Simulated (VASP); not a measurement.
The system is As.

```
As
1.0
    -1.50063    1.50063    2.28298
     1.50063   -1.50063    2.28298
     1.50063    1.50063   -2.28298
As
1
Direct
  0.00000 0.00000 0.00000
```

* Program: VASP 6.6.1
* Task: relaxation of cell and atoms
* Functional: r2SCAN
* Potentials or basis: VASP PAW PBE potentials, release 64 (As)
* Cutoff: 600 eV
* k mesh: 8 × 8 × 8
* Occupations: gaussian, width 0.1 eV
* Spin: no spin polarisation

At the start: pressure -5.5 GPa; volume 20.56 Å³/atom.

**Question.** How do energy, volume and symmetry change on relaxing?

**Answer.** Over 24 steps the energy falls by 156.4 meV/atom and the volume is 19.87 Å³/atom (-3.4 %); space group I4/mmm (No. 139, to 0.05 Å).

Step by step:
```tsv
step	energy change (eV)	largest force (eV/Å)	pressure (GPa)	volume (Å³)
1	0.0000	0.0000	-5.49	20.56
2	-0.0225	0.0000	2.99	18.54
3	-0.0274	0.0000	0.20	19.10
4	-0.0274	0.0000	0.06	19.13
5	-0.0290	0.0000	-0.08	19.13
6	-0.0396	0.0000	-0.26	19.13
7	-0.0628	0.0000	0.08	19.08
8	-0.1340	0.0000	2.33	18.85
9	0.0709	0.0000	21.80	17.88
10	-0.1349	0.0000	3.94	18.76
11	-0.1356	0.0000	3.92	18.79
12	-0.1387	0.0000	3.82	18.85
13	-0.1456	0.0000	3.62	18.98
14	-0.1451	0.0000	3.89	19.22
15	-0.1472	0.0000	3.73	19.13
16	-0.1473	0.0000	3.62	19.04
17	-0.1476	0.0000	3.68	19.09
18	-0.1494	0.0000	3.24	19.18
19	-0.1536	0.0000	1.99	19.43
20	-0.1562	0.0000	-0.30	19.93
21	-0.1563	0.0000	0.05	19.85
22	-0.1563	0.0000	0.11	19.84
23	-0.1563	0.0000	0.11	19.84
24	-0.1564	0.0000	0.08	19.87
```

Final structure:
```yaml
crystal:
  lattice:
    - [-1.33542, 1.33542, 2.78565]
    - [1.33542, -1.33542, 2.78565]
    - [1.33542, 1.33542, -2.78565]
  atoms:
    - { symbol: As, position: [0.00000, 0.00000, 0.00000] }
```

Caveat: the k points lie up to 0.42 Å⁻¹ apart in the final cell; the PAW data sets were made with another functional, which shifts forces and pressure a little.
